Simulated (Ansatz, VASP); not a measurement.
## Ta: VASP beside Ansatz

Contents of INCAR:

```
PREC = Accurate ; ENCUT = 600
EDIFF = 1E-6 ; ISMEAR = 0
SIGMA = 0.1 ; LREAL = False
LASPH = True ; NELM = 80
ALGO = Fast ; ISIF = 3
LWAVE = False ; LCHARG = False
GGA = PE ; IBRION = 2
NSW = 100 ; EDIFFG = -0.01
```

Contents of KPOINTS:

```
Automatic mesh
0
Gamma
  12 12 10
```

Contents of POSCAR:

```
Ta
1.0
    4.6270820887      0.0000000000      0.0000000000
   -2.3135410443      4.0071706342      0.0000000000
    0.0000000000      0.0000000000      4.8483752315
Ta
4
Direct
    0.0000000000      0.0000000000      0.2500000000
    0.0000000000      0.0000000000      0.7500000000
    0.3333333333      0.6666666667      0.7500000000
    0.6666666667      0.3333333333      0.2500000000
```

Input for Ansatz:

```yaml
crystal:
  lattice:
    - [4.6270820887, 0.0, 0.0]
    - [-2.3135410443, 4.0071706342, 0.0]
    - [0.0, 0.0, 4.8483752315]
  atoms:
    - { symbol: Ta, position: [0.0, 0.0, 0.25] }
    - { symbol: Ta, position: [0.0, 0.0, 0.75] }
    - { symbol: Ta, position: [0.3333333333, 0.6666666667, 0.75] }
    - { symbol: Ta, position: [0.6666666667, 0.3333333333, 0.25] }
basis:
  ecutwfc: 420
kpoints:
  mp_grid: { grid: [12, 12, 10] }
hamiltonian:
  xc: pbe
scf:
  occupations: { method: gaussian, width: 0.1 }
output:
  forces: true
  stress: true
  eigenvalues: true
relax:
  adjacent_minimum: "off"
  f_tol: 0.01
  max_steps: 80
  cell: { stress_tol: 0.05 }
```

Alike in both runs: task relaxation of cell and atoms; functional PBE; k mesh 12 × 12 × 10; occupations gaussian, width 0.1 eV; no spin polarisation.

```csv
,VASP,Ansatz
version,VASP 6.6.1,Ansatz 0.2.0
potentials or method,"VASP PAW PBE potentials, release 64 (Ta_pv), cutoff 600 eV","scalar-relativistic, plane waves, PAW"
valence electrons in the cell,44,52
```

Ansatz gave:

```
gap on the k mesh at the Fermi level, each at its own relaxed structure (eV) : none
relaxed volume (Å³/atom)                                                     : 22.54
relaxed cell length with the largest relative difference (Å)                 : 4.895
```

Which values does VASP return?

gap on the k mesh at the Fermi level, each at its own relaxed structure (eV): none; relaxed volume (Å³/atom): 22.58; relaxed cell length with the largest relative difference (Å): 4.904.

A gap of «none» marks a metal or a gap that the smearing closes. VASP's potentials hold 44 valence electrons a cell and Ansatz's 52, so a difference there can come from the potentials and not from the codes.

Spin-orbit coupling is off throughout.
